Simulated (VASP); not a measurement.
# GaN (P3m1) in VASP: single point with PBE

Aim: the single point of GaN with PBE.

Everything below comes from runs of VASP 6.6.1. Logs are shortened: lines on timing, memory, paths and dates and some standing lists are left out, and cuts for length are marked.

## (1) The cell of the first run

Symmetry: P3m1, No. 156, trigonal system. Conventional cell: a = 3.180 Å, b = 3.180 Å, c = 5.166 Å, α = 90.00°, β = 90.00°, γ = 120.00°. Within 2.4 Å of Ga (site symmetry 3m) lie 4 N at 1.82 to 1.99 Å. Ga (site symmetry 3m) has 4 N at 1.94 to 1.95 Å within 2.6 Å. N (site symmetry 3m) has 4 Ga at 1.82 to 1.95 Å within 2.4 Å. Within 2.6 Å of N (site symmetry 3m) lie 4 Ga at 1.94 to 1.99 Å.

## (2) Single point, PBE (atom 1 (Ga) moved +0.120 Å towards its neighbour atom 3 (N) at 1.937 Å)

Contents of INCAR:

```
SYSTEM = GaN
PREC = Accurate ; ENCUT = 520
EDIFF = 1E-6 ; ISMEAR = 0
SIGMA = 0.05 ; LREAL = .False.
LASPH = .True. ; NELM = 100
ALGO = Normal ; ISIF = 2
LWAVE = .False. ; LCHARG = .True.
GGA = PE ; LELF = .True.
LVHAR = .True. ; NBANDS = 26
```

Contents of KPOINTS:

```
Automatic mesh
0
Gamma
  12 12 6
  0 0 0
```

Contents of POSCAR:

```
GaN
1.0
    3.1799996605      0.0000000000      0.0000000000
   -1.5899998303      2.7539604900      0.0000000000
    0.0000000000      0.0000000000      5.1660000000
Ga N
2 2
Direct
    0.3333333333      0.6666666667      0.0232288037
    0.6666666667      0.3333333333      0.5000000000
    0.3333333333      0.6666666667      0.3750000000
    0.6666666667      0.3333333333      0.8750000000
```

Potentials or basis: VASP PAW PBE potentials, release 64 (Ga_d, N).

Command:

```console
cat potpaw_PBE.64/Ga_d/POTCAR potpaw_PBE.64/N/POTCAR > POTCAR
mpirun -np 1 vasp_std > vasp.out
```

OUTCAR:

```text
SYSTEM = GaN
   PREC = Accurate
   ENCUT = 520
   EDIFF = 1E-6
   ISMEAR = 0
   LREAL = .False.
   LASPH = .True.
   NELM = 100
   ISIF = 2
   GGA = PE

 ion  position               nearest neighbor table
   1  0.333  0.667  0.023-   3 1.82   4 1.99   4 1.99   4 1.99
   2  0.667  0.333  0.500-   4 1.94   3 1.95   3 1.95   3 1.95
   3  0.333  0.667  0.375-   1 1.82   2 1.95   2 1.95   2 1.95
   4  0.667  0.333  0.875-   2 1.94   1 1.99   1 1.99   1 1.99

  LATTYP: Found a hexagonal cell.
 ALAT       =     3.1799996605
 C/A-ratio  =     1.6245284753

  Lattice vectors:

 A1 = (   3.1799996605,   0.0000000000,   0.0000000000)
 A2 = (  -1.5899998303,   2.7539604900,   0.0000000000)
 A3 = (   0.0000000000,   0.0000000000,   5.1660000000)

Analysis of symmetry for initial positions (statically):
=====================================================================
 Subroutine PRICEL returns:
 Original cell was already a primitive cell.

 Routine SETGRP: Setting up the symmetry group for a
 hexagonal supercell.

 Subroutine GETGRP returns: Found  6 space group operations
 (whereof  6 operations were pure point group operations)
 out of a pool of 24 trial point group operations.

The static configuration has the point symmetry C_3v.

Analysis of symmetry for dynamics (positions and initial velocities):
=====================================================================
 Subroutine PRICEL returns:
 Original cell was already a primitive cell.

 Routine SETGRP: Setting up the symmetry group for a
 hexagonal supercell.

 Subroutine GETGRP returns: Found  6 space group operations
 (whereof  6 operations were pure point group operations)
 out of a pool of 24 trial point group operations.

The dynamic configuration has the point symmetry C_3v.

 Subroutine INISYM returns: Found  6 space group operations
 (whereof  6 operations are pure point group operations),
 and found     1 'primitive' translations

----------------------------------------------------------------------------------------

                                     Primitive cell

  volume of cell :      45.2417

  direct lattice vectors                    reciprocal lattice vectors
     3.179999661  0.000000000  0.000000000     0.314465442  0.181556708  0.000000000
    -1.589999830  2.753960490  0.000000000     0.000000000  0.363113416  0.000000000
     0.000000000  0.000000000  5.166000000     0.000000000  0.000000000  0.193573364

  length of vectors
     3.179999661  3.179999661  5.166000000     0.363113416  0.363113416  0.193573364

  position of ions in fractional coordinates (direct lattice)
     0.333333333  0.666666667  0.023228804
     0.666666667  0.333333333  0.500000000
     0.333333333  0.666666667  0.375000000
     0.666666667  0.333333333  0.875000000

  ion indices of the primitive-cell ions
   primitive index   ion index
                 1           1
                 2           2
                 3           3
                 4           4

----------------------------------------------------------------------------------------

 KPOINTS: Automatic mesh

Automatic generation of k-mesh.
 Grid dimensions read from file:
 generate k-points for:   12   12    6

 Generating k-lattice:

  Cartesian coordinates                     Fractional coordinates (reciprocal lattice)
     0.026205454  0.015129726  0.000000000     0.083333333  0.000000000  0.000000000
     0.000000000  0.030259451  0.000000000     0.000000000  0.083333333  0.000000000
     0.000000000  0.000000000  0.032262227     0.000000000  0.000000000  0.166666667

  Length of vectors
     0.030259451  0.030259451  0.032262227

  Shift w.r.t. Gamma in fractional coordinates (k-lattice)
     0.000000000  0.000000000  0.000000000

 Subroutine IBZKPT returns following result:
 ===========================================

 Found    100 irreducible k-points:

 Following reciprocal coordinates:
            Coordinates               Weight
  0.000000  0.000000  0.000000      1.000000
  0.083333  0.000000  0.000000      6.000000
  0.166667  0.000000  0.000000      6.000000
  0.250000  0.000000  0.000000      6.000000
  0.333333  0.000000  0.000000      6.000000
  0.416667  0.000000  0.000000      6.000000
[... 16 lines left out ...]
  0.166667  0.000000  0.166667      6.000000
  0.000000  0.166667  0.166667      6.000000
 [... further k-points ...]
   k-points           NKPTS =    100   k-points in BZ     NKDIM =    100   number of bands    NBANDS=     26
   number of dos      NEDOS =    301   number of ions     NIONS =      4
   total plane-waves  NPLWV =  23040
   dimension x,y,z NGX =    24 NGY =   24 NGZ =   40
   dimension x,y,z NGXF=    48 NGYF=   48 NGZF=   80
   ions per type =               2   2
   NGX,Y,Z   is equivalent  to a cutoff of  12.55, 12.55, 12.87 a.u.
   NGXF,Y,Z  is equivalent  to a cutoff of  25.09, 25.09, 25.74 a.u.
 SYSTEM =  GaN
   PREC   = accura    normal or accurate (medium, high low for compatibility)
   ISTART =      0    job   : 0-new  1-cont  2-samecut
   ICHARG =      2    charge: 1-file 2-atom 10-const
   ISPIN  =      1    spin polarized calculation?
   LNONCOLLINEAR =      F non collinear calculations
   LSORBIT =      F    spin-orbit coupling
   LASPH  =      T    aspherical Exc in radial PAW
   ENCUT  =  520.0 eV  38.22 Ry    6.18 a.u.   5.91  5.91  9.61*2*pi/ulx,y,z
   NELM   =    100;   NELMIN=  2; NELMDL= -5     # of ELM steps
   EDIFF  = 0.1E-05   stopping-criterion for ELM
   LREAL  =      F    real-space projection
[... 7 lines left out ...]
   TEBEG  =    0.0;   TEEND  =   0.0 temperature during run
   PSTRESS=    0.0 pullay stress
   NELECT =      36.0000    total number of electrons
   NUPDOWN=      -1.0000    fix difference up-down
   EMIN   =  10.00;   EMAX   =-10.00  energy-range for DOS
   EFERMI =   0.00;   METHOD = LEGACY
   ISMEAR =     0;   SIGMA  =   0.05  broadening in eV -4-tet -1-fermi 0-gaus
   EFERMI_NEDOS =   21; number of points for ismear=-14 and -15
   IALGO  =     38    algorithm
   IMIX   =      4    mixing-type and parameters
     AMIX     =   0.40;   BMIX     =  1.00
     AMIX_MAG =   1.60;   BMIX_MAG =  1.00
  volume/ion in A,a.u.               =      11.31        76.33
  Fermi-wavevector in a.u.,A,eV,Ry     =   1.517036  2.866783 31.312431  2.301399
  Thomas-Fermi vector in A             =   2.626346
   LORBIT       =      0    0 simple, 1 ext, 2 COOP (PROOUT), +10 PAW based schemes
   GGA     = PE    functional components
   LHFCALC =     F    Hartree Fock is set to
   AEXX    =    0.0000 exact exchange contribution
   IVDW    =     0    specifies the selected vdW correction
   LEPSILON=     F    determine dielectric tensor
   LRPA    =     F    only Hartree local field effects (RPA)
 non-spin polarized calculation
 Gauss-broadening in eV      SIGMA  =   0.05
  energy-cutoff  :      520.00
  volume of cell :       45.24
 maximum number of plane-waves:      1236
   NGX = 11   NGY = 11   NGZ = 19

 number of electron      36.0000002 magnetization

 Free energy of the ion-electron system (eV)
  ---------------------------------------------------
  ext. energy  EPLUGINS =         0.00000000
  ---------------------------------------------------
  free energy    TOTEN  =       -24.09301096 eV

  energy without entropy =      -24.09301096  energy(sigma->0) =      -24.09301096

 E-fermi :   5.9116     XC(G=0): -11.7227

 val. band max:        5.6296382829   @ k =   0.0000   0.0000   0.0000
 cond. band min:       7.3443918220   @ k =   0.0000   0.0000   0.0000
 fundamental gap:      1.7147535390
 Fermi energy:         5.9115584457

 k-point     1 :       0.0000    0.0000    0.0000
  band No.  band energies     occupation
      1     -10.8704      2.00000
      2      -9.5143      2.00000
      3      -8.1789      2.00000
      4      -8.1789      2.00000
      5      -8.0852      2.00000
      6      -7.9050      2.00000
[... 18 lines left out ...]
     25      17.2737      0.00000
     26      17.2737      0.00000

 k-point     2 :       0.0833    0.0000    0.0000
  band No.  band energies     occupation
      1     -10.8089      2.00000
      2      -9.4932      2.00000
      3      -8.1669      2.00000
      4      -8.1651      2.00000
      5      -8.0748      2.00000
      6      -7.9098      2.00000
[... 18 lines left out ...]
     25      16.9440      0.00000
     26      17.3877      0.00000

 k-point     3 :       0.1667    0.0000    0.0000
  band No.  band energies     occupation
      1     -10.6436      2.00000
      2      -9.4374      2.00000
      3      -8.1353      2.00000
      4      -8.1230      2.00000
      5      -8.0445      2.00000
      6      -7.9204      2.00000
[... 18 lines left out ...]
     25      17.1943      0.00000
     26      17.6551      0.00000

 k-point     4 :       0.2500    0.0000    0.0000
  band No.  band energies     occupation
      1     -10.4298      2.00000
      2      -9.3649      2.00000
      3      -8.0979      2.00000
      4      -8.0806      2.00000
      5      -7.9909      2.00000
      6      -7.9173      2.00000
[... 18 lines left out ...]
     25      17.1695      0.00000
     26      18.1012      0.00000
[... 496 lines left out ...]
      1     -10.7504      2.00000
      2      -9.4968      2.00000
      3      -8.1673      2.00000
      4      -8.1667      2.00000
      5      -8.0581      2.00000
      6      -7.9114      2.00000
[... 18 lines left out ...]
     25      16.8137      0.00000
     26      17.0962      0.00000

 k-point    23 :       0.1667    0.0000    0.1667
  band No.  band energies     occupation
      1     -10.5936      2.00000
      2      -9.4342      2.00000
      3      -8.1357      2.00000
      4      -8.1243      2.00000
      5      -8.0396      2.00000
      6      -7.9182      2.00000
[... 18 lines left out ...]
     25      16.5695      0.00000
     26      17.5425      0.00000

 k-point    24 :       0.0000    0.1667    0.1667
  band No.  band energies     occupation
      1     -10.5938      2.00000
      2      -9.4338      2.00000
      3      -8.1339      2.00000
      4      -8.1322      2.00000
      5      -8.0207      2.00000
      6      -7.9200      2.00000
[... 18 lines left out ...]
     25      16.6787      0.00000
     26      17.3741      0.00000

 [... further k-points ...]
[... 5 lines left out ...]
  --------------------------------------------------------------------------------------
  -------------------------------------------------------------------------------------
  Total        1.3480786      1.3480786      4.6270770     -0.0000000      0.0000000      0.0000000
  in kB       47.7404607     47.7404607    163.8619536     -0.0000000      0.0000000      0.0000000
  external PRESSURE =      86.4476250 kB  Pullay stress =       0.0000000 kB

 VOLUME and BASIS-vectors are now :
 -----------------------------------------------------------------------------
  energy-cutoff  :      520.00
  volume of cell :       45.24
      direct lattice vectors                 reciprocal lattice vectors
     3.179999661  0.000000000  0.000000000     0.314465442  0.181556708  0.000000000
    -1.589999830  2.753960490  0.000000000     0.000000000  0.363113416  0.000000000
     0.000000000  0.000000000  5.166000000     0.000000000  0.000000000  0.193573364

 POSITION                                       TOTAL-FORCE (eV/Angst)
 -----------------------------------------------------------------------------------
     -0.00000      1.83597      0.12000         0.000000     -0.000000     -3.284812
      1.59000      0.91799      2.58300        -0.000000     -0.000000      0.893478
     -0.00000      1.83597      1.93725        -0.000000      0.000000      1.619089
      1.59000      0.91799      4.52025        -0.000000     -0.000000      0.772246
 -----------------------------------------------------------------------------------
    total drift:                               -0.000001     -0.000000     -0.000127

  FREE ENERGIE OF THE ION-ELECTRON SYSTEM (eV)
  ---------------------------------------------------
  free  energy   TOTEN  =       -24.0930109625 eV

  energy  without entropy=      -24.0930109625  energy(sigma->0) =      -24.09301096
```

Run time: 3.5 min. Hardware: 1 thread of AMD EPYC 7R13, shared host; peak memory 0.2 GiB.

Results:

| Property | Result |
| --- | --- |
| Free energy | -24.0930 eV |
| Pressure | 8.6 GPa |
| Largest force | 3.285 eV/Å |
| Band gap on the k mesh | 1.71 eV, direct |

Forces on the atoms (eV/Å):
```
Ga   0.000  0.000 -3.285
Ga   0.000  0.000  0.893
N    0.000  0.000  1.619
N    0.000  0.000  0.772
```

Levels at points of the mesh, in eV from the valence-band top:
| k point | band 16 | band 17 | band 18 | band 19 | band 20 | band 21 |
| --- | --- | --- | --- | --- | --- | --- |
| (0.00, 0.00, 0.00) | -0.40 | 0.00 | 0.00 | 1.71 | 4.24 | 8.99 |
| (0.50, 0.00, 0.00) | -3.06 | -2.63 | -0.93 | 4.78 | 5.47 | 5.81 |
| (0.00, 0.00, 0.50) | -1.15 | -0.29 | -0.29 | 3.81 | 4.33 | 8.23 |
| (0.50, 0.00, 0.50) | -2.42 | -2.02 | -1.61 | 4.10 | 4.17 | 7.58 |

Caveat: the cell differs from its parent crystal (atom 1 (Ga) moved +0.120 Å towards its neighbour atom 3 (N) at 1.937 Å); forces of over 1 eV/Å act on the atoms, so gaps and moduli don't describe the material at rest.
